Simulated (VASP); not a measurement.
Runs of VASP 6.6.1 on Pd. The structure is that of space group R-3m (No. 166), or close to it. The cells are those of the table. 

```tsv
task	cell	k mesh	cutoff (eV)	gap on the mesh (eV)	pressure (GPa)	largest force (eV/Å)
single point	a = 7.076 Å, angles 22.7°, 3 atoms	9 × 9 × 9	520	none	-0.4	(b)
single point	a = 7.105 Å, angles 22.4°, 3 atoms	6 × 6 × 6	520	none	(a)	-
single point	a = 7.268 Å, angles 23.2°, 3 atoms	9 × 9 × 9	520	none	-15.1	0.05
relaxation of cell and atoms	relaxed from a = 7.268 Å, angles 23.2°, 3 atoms	6 × 6 × 6	600	none	0.3	0.02
```

Alike in all rows: level PBE; potentials or basis VASP PAW PBE potentials, release 64 (Pd); no spin polarisation; smearing gaussian 0.1 eV.

Question: Estimate the missing entries.

Answer: (a) -0.1; (b) 0.01.

Caveats: some runs use coarse meshes.

A k mesh can miss the band edges, and the runs leave out spin-orbit coupling on Pd.

A gap of «none» marks levels without a gap at the run's occupations.
